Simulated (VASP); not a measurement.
Wanted: the native input for a VASP 6.6.1 run.

| Property | Result |
| --- | --- |
| Task | single point |
| Functional | PBE |
| Potentials or basis | VASP PAW PBE potentials, release 64 (Sn_d, O) |
| Cutoff | 520 eV |
| k mesh | 6 × 6 × 8 |
| Occupations | gaussian, width 0.05 eV |
| Spin | no spin polarisation |
| Dipole correction | no |
| Further INCAR settings | ALGO = Normal; EDIFF = 1e-06; NBANDS = 35 |

The structure of SnO2 lies in POSCAR:

```
SnO2
1.0
    4.6104582718      0.0000000000      0.0000000000
    0.0000000000      4.6104582718      0.0000000000
    0.0000000000      0.0000000000      3.2379909407
Sn O
2 4
Direct
    0.0000000000      0.0000000000      0.0000000000
    0.5000000000      0.5000000000      0.5000000000
    0.3066050867      0.3066050867      0.0000000000
    0.1933949133      0.8066050867      0.5000000000
    0.6933949133      0.6933949133      0.0000000000
    0.8066050867      0.1933949133      0.5000000000
```

This cell differs from its parent crystal: strain -0.0450 x Voigt [1, 1, 0, 0, 0, 0].

One way to write it, as run:

INCAR

```
SYSTEM = SnO2
PREC     = Accurate       ! precision mode
ENCUT    = 520            ! plane-wave cutoff, eV
EDIFF    = 1E-6           ! SCF threshold, eV
ISMEAR   = 0              ! smearing method
SIGMA    = 0.05           ! smearing width, eV
LREAL    = .FALSE.        ! projectors in reciprocal space
LASPH    = .TRUE.         ! aspherical terms in the spheres
NELM     = 60             ! most SCF steps
ALGO     = Normal         ! electronic algorithm
ISIF     = 2              ! what is computed and relaxed
LWAVE    = .FALSE.        ! write WAVECAR
LCHARG   = .TRUE.         ! write CHGCAR
GGA      = PE             ! functional
LELF     = .TRUE.         ! ELF
LVHAR    = .TRUE.       
NBANDS   = 35             ! bands
```

KPOINTS

```
regular mesh
0
G
  6 6 8
  0 0 0
```

Potentials or basis: VASP PAW PBE potentials, release 64 (Sn_d, O).

Command:

```console
$ cat potpaw_PBE.64/Sn_d/POTCAR potpaw_PBE.64/O/POTCAR > POTCAR
$ mpirun -np 1 vasp_std > vasp.out
```

Results of the run:

| Item | Value |
| --- | --- |
| Pressure | 19.7 GPa |
| Largest force | 0.058 eV/Å |
| Band gap on the k mesh | 1.59 eV |

Caveat: the cell differs from its parent crystal (strain -0.0450 x Voigt [1, 1, 0, 0, 0, 0]); the stress differs along the axes, from 16 to 21 GPa; spin-orbit coupling is left out, which moves the levels of the heavy elements.

It took 2.5 min on 1 thread of Intel Xeon 8259CL, with other jobs on the host, peak memory 0.23 GiB.
